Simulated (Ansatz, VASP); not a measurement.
## Ga8Se3S5: VASP beside Ansatz

```
CELL_PARAMETERS angstrom
7.31251 -0.00216 0.01674
-1.82906 3.16803 0.00000
0.03611 0.02085 15.69827
ATOMIC_POSITIONS crystal
Ga 0.16597 0.66597 0.17504
Ga 0.67537 0.67537 0.17471
Ga 0.33666 0.33666 0.67079
Ga 0.82594 0.32594 0.67045
Ga 0.16746 0.66746 0.33079
Ga 0.67030 0.67030 0.33077
Ga 0.33473 0.33473 0.82624
Ga 0.82361 0.32361 0.82643
Se 0.16546 0.66546 0.59359
Se 0.33859 0.33859 0.09748
Se 0.16091 0.66091 0.90345
S 0.66559 0.66559 0.60215
S 0.83813 0.33813 0.10671
S 0.66206 0.66206 0.89510
S 0.33522 0.33522 0.39737
S 0.83400 0.33400 0.39894
```

Alike in both runs: task single point; functional PBE; dispersion D3(BJ); k mesh 4 × 4 × 1; occupations gaussian, width 0.02 eV; no spin polarisation.

```csv
,VASP,Ansatz
version,VASP 6.6.1,Ansatz 0.2.0
potentials or method,"VASP PAW PBE potentials, release 64 (Ga_d, Se, S), cutoff 520 eV","scalar-relativistic, plane waves, PAW"
valence electrons in the cell,152,182
```

Ansatz gave:

```
gap on the k mesh at the Fermi level (eV) : 1.32
least direct gap on the mesh (eV)         : 1.32
pressure (GPa)                            : 0.1
rms of the force components (eV/Å)        : 0.007
```

Q: What did VASP give for the same quantities?

A: gap on the k mesh at the Fermi level (eV): 1.33; least direct gap on the mesh (eV): 1.33; pressure (GPa): 0.2; rms of the force components (eV/Å): 0.011.

VASP's potentials hold 152 valence electrons a cell and Ansatz's 182, so a difference there can come from the potentials and not from the codes.

The k mesh is coarse, so the values compare programs but aren't converged.
